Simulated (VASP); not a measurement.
## SnO: single point with PBE

Crystal: SnO.

```
Sn O
1.0
     0.00000    2.53697    2.56691
     2.53697    0.00000    2.56691
     2.53697    2.53697    0.00000
Sn O
1 1
Cartesian
  0.0000 0.0000 0.0000
  2.5370 2.5370 2.5669
```

This cell differs from its parent crystal: uniaxial z strain +1.2%.

| Item | Value |
| --- | --- |
| Program | VASP 6.6.1 |
| Task | single point |
| Functional | PBE |
| Potentials or basis | VASP PAW PBE potentials, release 64 (Sn_d, O) |
| Cutoff | 520 eV |
| k mesh | 8 × 8 × 8 |
| Occupations | fermi-dirac, width 0.02 eV |
| Spin | no spin polarisation |
| Dipole correction | no |
| Further INCAR settings | ALGO = Normal; EDIFF = 1e-06; NBANDS = 17 |

```
Pressure               : 1.2 GPa
Band gap on the k mesh : 0.85 eV, indirect (least direct gap 0.93 eV)
```

Stress tensor (GPa, compression positive):
```
1.48 0.00 0.00
0.00 1.48 0.00
0.00 0.00 0.56
```

Levels at points of the mesh, in eV from the valence-band top:
```csv
k point,band 7,band 8,band 9,band 10,band 11,band 12,band 13,band 14
"(0.00, 0.00, 0.00)",-6.44,-3.01,-3.01,-2.93,7.74,8.00,8.00,10.28
"(0.50, 0.00, 0.00)",-8.10,-2.79,-2.78,-0.52,0.99,4.49,4.64,9.81
"(0.50, 0.50, 0.00)",-6.12,-4.41,-4.06,-4.06,3.71,5.49,6.13,6.13
"(0.50, 0.00, 0.50)",-6.13,-4.40,-4.13,-4.02,3.83,5.39,5.94,6.10
```

It took 50 s on 1 thread of Intel Xeon 8259CL, on a shared host, peak memory 0.17 GiB.

Caveat: the cell differs from its parent crystal (uniaxial z strain +1.2%); spin-orbit coupling is left out, which moves the levels of the heavy elements. A k mesh can miss the band edges.
